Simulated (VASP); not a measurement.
Input of a VASP 6.6.1 run:

INCAR

```
  PREC = Accurate
  ENCUT = 520
  EDIFF = 1E-6
  ISMEAR = 0
  SIGMA = 0.1
  LREAL = False
  LASPH = True
  NELM = 60
  ALGO = Normal
  ISIF = 2
  LWAVE = False
  LCHARG = True
  GGA = PE
  LELF = True
  LVHAR = True
  NBANDS = 18
```

The input KPOINTS:

```
Automatic mesh
0
Gamma
  12 12 12
```

Contents of POSCAR:

```
MoH5
1.0
    3.1479162322      0.0000000000      0.0000000000
    0.0000000000      3.1479162322      0.0000000000
    0.0000000000      0.0000000000      3.3083301054
H Mo
5 1
Direct
    0.2119854274      0.5000000000      0.0000000000
    0.7880145726      0.5000000000      0.0000000000
    0.5000000000      0.2119854274      0.0000000000
    0.5000000000      0.7880145726      0.0000000000
    0.0000000000      0.0000000000      0.0000000000
    0.0000000000      0.0000000000      0.5000000000
```

Potentials or basis: VASP PAW PBE potentials, release 64 (H, Mo_sv).

The run is started by

```sh
$ cat potpaw_PBE.64/H/POTCAR potpaw_PBE.64/Mo_sv/POTCAR > POTCAR
$ mpirun -np 1 vasp_std > vasp.out
```

Question: What does it give for the pressure?

Answer: -0.1 GPa.

Stress tensor (GPa, compression positive):
```
-0.14  0.00  0.00
 0.00 -0.14  0.00
 0.00  0.00  0.11
```
